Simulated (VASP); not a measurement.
# Ga (Cmce) in VASP: single point with PBE

Aim: the single point of Ga with PBE.

Program: VASP 6.6.1. These are calculated values, not measurements. Logs are shortened: lines on timing, memory, paths and dates and some standing lists are left out, and cuts for length are marked.

## Step 1: The cell of the first run

The structure is orthorhombic, space group Cmce (No. 64). The conventional cell has a = 4.466 Å, b = 7.736 Å, c = 4.656 Å, α = 90.00°, β = 90.00°, γ = 90.00°. Within 3.3 Å of Ga (site symmetry m) lie 7 Ga at 2.54 to 2.77 Å.

## Step 2: Single point, PBE

File INCAR:

```
SYSTEM = Ga
PREC     = Accurate       ! precision mode
ENCUT    = 520            ! plane-wave cutoff, eV
EDIFF    = 1E-6           ! SCF threshold, eV
ISMEAR   = 0              ! smearing method
SIGMA    = 0.1            ! smearing width, eV
LREAL    = .False.        ! projectors in reciprocal space
LASPH    = .True.         ! aspherical terms in the spheres
NELM     = 80             ! most SCF steps
ALGO     = Fast           ! electronic algorithm
ISIF     = 2              ! what is computed and relaxed
LWAVE    = .False.        ! write WAVECAR
LCHARG   = .False.        ! write CHGCAR
GGA      = PE             ! functional
NBANDS   = 90             ! bands
KPAR     = 4
```

File KPOINTS:

```
Automatic mesh
0
Gamma
  6 6 8
  0 0 0
```

File POSCAR:

```
Ga
1.0
    7.7358807755      0.0000000000      0.0000000000
   -3.8679403878      6.6994692723      0.0000000000
    0.0000000000      0.0000000000      4.6564768292
Ga
12
Direct
    0.3229589873      0.3333333333      0.4174801856
    0.9896256539      0.6666666667      0.4174801856
    0.6562923206      0.0000000000      0.4174801856
    0.5103743461      0.3333333333      0.9174801856
    0.1770410127      0.6666666667      0.9174801856
    0.8437076794      0.0000000000      0.9174801856
    0.0103743461      0.3333333333      0.5825198144
    0.6770410127      0.6666666667      0.5825198144
    0.3437076794      0.0000000000      0.5825198144
    0.8229589873      0.3333333333      0.0825198144
    0.4896256539      0.6666666667      0.0825198144
    0.1562923206      0.0000000000      0.0825198144
```

Potentials or basis: VASP PAW PBE potentials, release 64 (Ga_d).

On the command line:

```sh
cat potpaw_PBE.64/Ga_d/POTCAR > POTCAR
mpirun -np 4 vasp_std > vasp.out
```

OUTCAR:

```text
SYSTEM = Ga
   PREC = Accurate
   ENCUT = 520
   EDIFF = 1E-6
   ISMEAR = 0
   LREAL = .False.
   LASPH = .True.
   NELM = 80
   ISIF = 2
   GGA = PE

 ion  position               nearest neighbor table
   1  0.323  0.333  0.417-   7 2.54  12 2.72  11 2.72   4 2.74   4 2.74   9 2.77   8 2.77
   2  0.990  0.667  0.417-   8 2.54  12 2.72  10 2.72   5 2.74   5 2.74   9 2.77   7 2.77
   3  0.656  0.000  0.417-   9 2.54  10 2.72  11 2.72   6 2.74   6 2.74   8 2.77   7 2.77
   4  0.510  0.333  0.917-  10 2.54   9 2.72   8 2.72   1 2.74   1 2.74  12 2.77  11 2.77
   5  0.177  0.667  0.917-  11 2.54   9 2.72   7 2.72   2 2.74   2 2.74  12 2.77  10 2.77
   6  0.844  0.000  0.917-  12 2.54   8 2.72   7 2.72   3 2.74   3 2.74  10 2.77  11 2.77
   7  0.010  0.333  0.583-   1 2.54   6 2.72   5 2.72  10 2.74  10 2.74   3 2.77   2 2.77
   8  0.677  0.667  0.583-   2 2.54   6 2.72   4 2.72  11 2.74  11 2.74   3 2.77   1 2.77
   9  0.344  0.000  0.583-   3 2.54   4 2.72   5 2.72  12 2.74  12 2.74   1 2.77   2 2.77
  10  0.823  0.333  0.083-   4 2.54   3 2.72   2 2.72   7 2.74   7 2.74   6 2.77   5 2.77
  11  0.490  0.667  0.083-   5 2.54   3 2.72   1 2.72   8 2.74   8 2.74   6 2.77   4 2.77
  12  0.156  0.000  0.083-   6 2.54   2 2.72   1 2.72   9 2.74   9 2.74   5 2.77   4 2.77

  LATTYP: Found a hexagonal cell.
 ALAT       =     7.7358807755
 C/A-ratio  =     0.6019323416

  Lattice vectors:

 A1 = (   7.7358807755,   0.0000000000,   0.0000000000)
 A2 = (  -3.8679403878,   6.6994692723,   0.0000000000)
 A3 = (   0.0000000000,   0.0000000000,   4.6564768292)

Analysis of symmetry for initial positions (statically):
=====================================================================
 Subroutine PRICEL returns following result:

  LATTYP: Found a hexagonal cell.
 ALAT       =     4.4663128477
 C/A-ratio  =     1.0425773984

  Lattice vectors:

 A1 = (  -3.8679403870,  -2.2331564245,   0.0000000000)
 A2 = (   3.8679403874,  -2.2331564239,   0.0000000000)
 A3 = (   0.0000000000,   0.0000000000,   4.6564768292)

   3 primitive cells build up your supercell.

 Routine SETGRP: Setting up the symmetry group for a
 hexagonal supercell.

 Subroutine GETGRP returns: Found  8 space group operations
 (whereof  4 operations were pure point group operations)
 out of a pool of 24 trial point group operations.

The static configuration has the point symmetry C_2h.
 The point group associated with its full space group is D_2h.

Analysis of symmetry for dynamics (positions and initial velocities):
=====================================================================
 Subroutine PRICEL returns following result:

  LATTYP: Found a hexagonal cell.
 ALAT       =     4.4663128477
 C/A-ratio  =     1.0425773984

  Lattice vectors:

 A1 = (  -3.8679403870,  -2.2331564245,   0.0000000000)
 A2 = (   3.8679403874,  -2.2331564239,   0.0000000000)
 A3 = (   0.0000000000,   0.0000000000,   4.6564768292)

   3 primitive cells build up your supercell.

 Routine SETGRP: Setting up the symmetry group for a
 hexagonal supercell.

 Subroutine GETGRP returns: Found  8 space group operations
 (whereof  4 operations were pure point group operations)
 out of a pool of 24 trial point group operations.

The dynamic configuration has the point symmetry C_2h.
 The point group associated with its full space group is D_2h.

 Subroutine INISYM returns: Found  8 space group operations
 (whereof  4 operations are pure point group operations),
 and found     3 'primitive' translations

----------------------------------------------------------------------------------------

                                     Primitive cell

  volume of cell :      80.4426

  direct lattice vectors                    reciprocal lattice vectors
    -3.867940387 -2.233156425  0.000000000    -0.129267763 -0.223898333  0.000000000
     3.867940387 -2.233156424  0.000000000     0.129267763 -0.223898333  0.000000000
     0.000000000  0.000000000  4.656476829     0.000000000  0.000000000  0.214754639

  length of vectors
     4.466312848  4.466312848  4.656476829     0.258535525  0.258535525  0.214754639

  position of ions in fractional coordinates (direct lattice)
     0.343707679  0.656292321  0.417480186
     0.156292321  0.843707680  0.917480186
     0.656292321  0.343707680  0.582519814
     0.843707679  0.156292321  0.082519814

  ion indices of the primitive-cell ions
   primitive index   ion index
                 1           1
                 2           4
                 3           7
                 4          12

----------------------------------------------------------------------------------------

 KPOINTS: Automatic mesh

Automatic generation of k-mesh.
 Grid dimensions read from file:
 generate k-points for:    6    6    8

 Generating k-lattice:

  Cartesian coordinates                     Fractional coordinates (reciprocal lattice)
     0.021544627  0.012438796  0.000000000     0.166666667 -0.000000000  0.000000000
     0.000000000  0.024877593  0.000000000     0.000000000  0.166666667  0.000000000
     0.000000000  0.000000000  0.026844330     0.000000000  0.000000000  0.125000000

  Length of vectors
     0.024877593  0.024877593  0.026844330

  Shift w.r.t. Gamma in fractional coordinates (k-lattice)
     0.000000000  0.000000000  0.000000000

 Subroutine IBZKPT returns following result:
 ===========================================

 Found     65 irreducible k-points:

 Following reciprocal coordinates:
            Coordinates               Weight
  0.000000  0.000000  0.000000      1.000000
  0.166667  0.000000  0.000000      4.000000
  0.000000  0.166667  0.000000      2.000000
  0.333333  0.000000  0.000000      4.000000
  0.000000  0.333333  0.000000      2.000000
  0.500000  0.000000  0.000000      2.000000
[... 16 lines left out ...]
  0.333333  0.166667  0.125000      8.000000
 -0.166667  0.500000  0.125000      8.000000
 [... further k-points ...]
   k-points           NKPTS =     65   k-points in BZ     NKDIM =     65   number of bands    NBANDS=     90
   number of dos      NEDOS =    301   number of ions     NIONS =     12
   total plane-waves  NPLWV = 129600
   dimension x,y,z NGX =    60 NGY =   60 NGZ =   36
   dimension x,y,z NGXF=   120 NGYF=  120 NGZF=   72
   ions per type =              12
   NGX,Y,Z   is equivalent  to a cutoff of  12.89, 12.89, 12.85 a.u.
   NGXF,Y,Z  is equivalent  to a cutoff of  25.79, 25.79, 25.71 a.u.
 SYSTEM =  Ga
   PREC   = accura    normal or accurate (medium, high low for compatibility)
   ISTART =      0    job   : 0-new  1-cont  2-samecut
   ICHARG =      2    charge: 1-file 2-atom 10-const
   ISPIN  =      1    spin polarized calculation?
   LNONCOLLINEAR =      F non collinear calculations
   LSORBIT =      F    spin-orbit coupling
   LASPH  =      T    aspherical Exc in radial PAW
   ENCUT  =  520.0 eV  38.22 Ry    6.18 a.u.  14.38 14.38  8.66*2*pi/ulx,y,z
   NELM   =     80;   NELMIN=  2; NELMDL= -5     # of ELM steps
   EDIFF  = 0.1E-05   stopping-criterion for ELM
   LREAL  =      F    real-space projection
   EDIFFG = 0.1E-04   stopping-criterion for IOM
   NSW    =      0    number of steps for IOM
   IBRION =     -1    ionic relax: 0-MD 1-quasi-New 2-CG
   NFREE  =      0    steps in history (QN), initial steepest desc. (CG)
   ISIF   =      2    stress and relaxation
   ISYM   =      2    0-nonsym 1-usesym 2-fastsym
   POTIM  = 0.5000    time-step for ionic-motion
   TEBEG  =    0.0;   TEEND  =   0.0 temperature during run
   PSTRESS=    0.0 pullay stress
   NELECT =     156.0000    total number of electrons
   NUPDOWN=      -1.0000    fix difference up-down
   EMIN   =  10.00;   EMAX   =-10.00  energy-range for DOS
   EFERMI =   0.00;   METHOD = LEGACY
   ISMEAR =     0;   SIGMA  =   0.10  broadening in eV -4-tet -1-fermi 0-gaus
   EFERMI_NEDOS =   21; number of points for ismear=-14 and -15
   IALGO  =     68    algorithm
   IMIX   =      4    mixing-type and parameters
     AMIX     =   0.40;   BMIX     =  1.00
     AMIX_MAG =   1.60;   BMIX_MAG =  1.00
  volume/ion in A,a.u.               =      20.11       135.71
  Fermi-wavevector in a.u.,A,eV,Ry     =   1.415513  2.674931 27.261677  2.003677
  Thomas-Fermi vector in A             =   2.536944
   LORBIT       =      0    0 simple, 1 ext, 2 COOP (PROOUT), +10 PAW based schemes
   GGA     = PE    functional components
   LHFCALC =     F    Hartree Fock is set to
   AEXX    =    0.0000 exact exchange contribution
   IVDW    =     0    specifies the selected vdW correction
   LEPSILON=     F    determine dielectric tensor
   LRPA    =     F    only Hartree local field effects (RPA)
 non-spin polarized calculation
 RMM-DIIS sequential band-by-band and
 Gauss-broadening in eV      SIGMA  =   0.10
  energy-cutoff  :      520.00
  volume of cell :      241.33
 maximum number of plane-waves:      6523
 NGX is ok and might be reduce to    60
   NGX = 29   NGY = 29   NGZ = 17

 number of electron     155.9999997 magnetization

 Free energy of the ion-electron system (eV)
  ---------------------------------------------------
  ext. energy  EPLUGINS =         0.00000000
  ---------------------------------------------------
  free energy    TOTEN  =       -34.85275222 eV

  energy without entropy =      -34.84167192  energy(sigma->0) =      -34.84721207

 E-fermi :   4.8556     XC(G=0): -10.5142

 val. band max:        4.8554307615   @ k =  -0.1667   0.5000   0.5000
 cond. band min:       4.8785095349   @ k =   0.0000   0.1667   0.0000
 fundamental gap:      0.0230787734
 Fermi energy:         4.8555867691

 k-point     1 :       0.0000    0.0000    0.0000
  band No.  band energies     occupation
      1     -10.3451      2.00000
      2     -10.3451      2.00000
      3     -10.3170      2.00000
      4     -10.3170      2.00000
      5     -10.3167      2.00000
      6     -10.2947      2.00000
[... 82 lines left out ...]
     89       8.0210      0.00000
     90       9.2781      0.00000

 k-point     2 :       0.1667    0.0000    0.0000
  band No.  band energies     occupation
      1     -10.3418      2.00000
      2     -10.3361      2.00000
      3     -10.3221      2.00000
      4     -10.3199      2.00000
      5     -10.3107      2.00000
      6     -10.2916      2.00000
[... 2035 lines left out ...]
     89       8.7976      0.00000
     90       8.9535      0.00000

 k-point    24 :      -0.1667    0.5000    0.1250
  band No.  band energies     occupation
      1     -10.3444      2.00000
      2     -10.3156      2.00000
      3     -10.3143      2.00000
      4     -10.3124      2.00000
      5     -10.2976      2.00000
      6     -10.2962      2.00000
[... 82 lines left out ...]
     89       8.6615      0.00000
     90       8.8080      0.00000

 [... further k-points ...]
[... 5 lines left out ...]
  --------------------------------------------------------------------------------------
  -------------------------------------------------------------------------------------
  Total        0.7153860      2.2263168      0.1421084     -0.0000000      0.0000000      0.0000000
  in kB        4.7494510     14.7805272      0.9434582     -0.0000000      0.0000000      0.0000000
  external PRESSURE =       6.8244788 kB  Pullay stress =       0.0000000 kB

 VOLUME and BASIS-vectors are now :
 -----------------------------------------------------------------------------
  energy-cutoff  :      520.00
  volume of cell :      241.33
      direct lattice vectors                 reciprocal lattice vectors
     7.735880776  0.000000000  0.000000000     0.129267763  0.074632778  0.000000000
    -3.867940388  6.699469272  0.000000000     0.000000000  0.149265555  0.000000000
     0.000000000  0.000000000  4.656476829     0.000000000  0.000000000  0.214754639

 POSITION                                       TOTAL-FORCE (eV/Angst)
 -----------------------------------------------------------------------------------
      1.20906      2.23316      1.94399        -0.052597      0.000000      0.035871
      5.07700      4.46631      1.94399        -0.052597     -0.000000      0.035871
      5.07700      0.00000      1.94399        -0.052597      0.000000      0.035871
      2.65888      2.23316      4.27223         0.052597      0.000000      0.035871
     -1.20906      4.46631      4.27223         0.052597      0.000000      0.035871
      6.52682      0.00000      4.27223         0.052597     -0.000000      0.035871
     -1.20906      2.23316      2.71249         0.052597     -0.000000     -0.035871
      2.65888      4.46631      2.71249         0.052597      0.000000     -0.035871
      2.65888      0.00000      2.71249         0.052597     -0.000000     -0.035871
      5.07700      2.23316      0.38425        -0.052597     -0.000000     -0.035871
      1.20906      4.46631      0.38425        -0.052597      0.000000     -0.035871
      1.20906      0.00000      0.38425        -0.052597     -0.000000     -0.035871
 -----------------------------------------------------------------------------------
    total drift:                                0.000001      0.000000     -0.000000

  FREE ENERGIE OF THE ION-ELECTRON SYSTEM (eV)
  ---------------------------------------------------
  free  energy   TOTEN  =       -34.8527522196 eV

  energy  without entropy=      -34.8416719151  energy(sigma->0) =      -34.84721207
```

It took 8 min on 4 MPI ranks of Intel Xeon Platinum 8259CL at 2.50GHz (Skylake/Cascade Lake), shared host; peak memory 0.97 GiB.

What came out:

```
Free energy            : -34.8528 eV
Pressure               : 0.7 GPa
Largest force          : 0.064 eV/Å
Band gap on the k mesh : zero (bands 78 and 79 overlap by 1.01 eV)
```

Forces on the atoms (eV/Å):
```
Ga  -0.053  0.000  0.036
Ga  -0.053  0.000  0.036
Ga  -0.053  0.000  0.036
Ga   0.053  0.000  0.036
Ga   0.053  0.000  0.036
Ga   0.053  0.000  0.036
Ga   0.053  0.000 -0.036
Ga   0.053  0.000 -0.036
Ga   0.053  0.000 -0.036
Ga  -0.053  0.000 -0.036
Ga  -0.053  0.000 -0.036
Ga  -0.053  0.000 -0.036
```

Stress tensor (GPa, compression positive):
```
0.47 0.00 0.00
0.00 1.48 0.00
0.00 0.00 0.09
```

The gap in the log of VASP goes by the Fermi energy; the results here count the filled bands.